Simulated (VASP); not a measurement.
# I: single point with PBEsol

Crystal: I.

```
I
1.0
     2.59145   -3.58979   -0.06029
     2.59145    3.58979   -0.06029
    -1.71133    0.00000    2.30852
I
1
Direct
  0.50000 0.50000 0.50000
```

This cell differs from its parent crystal: strained.

```json
{
 "Program": "VASP 6.6.1",
 "Task": "single point",
 "Functional": "PBEsol",
 "Potentials or basis": "VASP PAW PBE potentials, release 64 (I)",
 "Cutoff": "520 eV",
 "k mesh": "12 × 12 × 18",
 "Occupations": "gaussian, width 0.1 eV",
 "Spin": "no spin polarisation",
 "Dipole correction": "no",
 "Further INCAR settings": "ALGO = Normal; EDIFF = 1e-07; NBANDS = 10"
}
```

```yaml
Pressure: 0.4 GPa
Band_gap_on_the_k_mesh: zero (an odd number of electrons rules out a gap without spin polarisation)
```

Stress tensor (GPa, compression positive):
```
 0.00  0.00 -1.82
 0.00 -0.08  0.00
-1.82  0.00  1.24
```

Levels at points of the mesh, in eV from the Fermi level:
| k point | band 1 | band 2 | band 3 | band 4 | band 5 | band 6 | band 7 | band 8 | band 9 |
| --- | --- | --- | --- | --- | --- | --- | --- | --- | --- |
| (0.00, 0.00, 0.00) | -13.55 | -1.27 | -1.27 | 4.22 | 4.41 | 8.04 | 8.28 | 10.76 | 10.97 |
| (0.50, 0.00, 0.00) | -13.18 | -3.72 | -1.85 | 4.21 | 5.05 | 10.61 | 11.17 | 13.33 | 14.28 |
| (0.50, 0.50, 0.00) | -13.21 | -3.64 | -1.80 | 3.97 | 5.06 | 10.00 | 11.12 | 13.29 | 14.42 |
| (0.00, 0.00, 0.50) | -10.41 | -5.28 | -0.97 | -0.25 | 5.01 | 5.86 | 12.12 | 12.28 | 12.57 |
| (0.50, 0.00, 0.50) | -10.63 | -5.52 | -0.26 | 0.55 | 5.79 | 8.00 | 9.84 | 10.17 | 12.12 |
| (0.50, 0.50, 0.50) | -10.47 | -5.35 | -0.89 | 0.11 | 5.11 | 6.52 | 11.65 | 11.70 | 11.75 |

Wall time 110 s on 1 thread of AMD EPYC 9R45 96-Core Processor (Zen 5) (shared host), peak memory 0.37 GiB.

Caveat: the cell differs from its parent crystal (strained); the PAW data sets were made with another functional, which shifts forces and pressure a little; spin-orbit coupling is left out, which moves the levels of the heavy elements; an odd number of electrons without spin polarisation forces a metal; a magnetic or distorted state may lie lower.
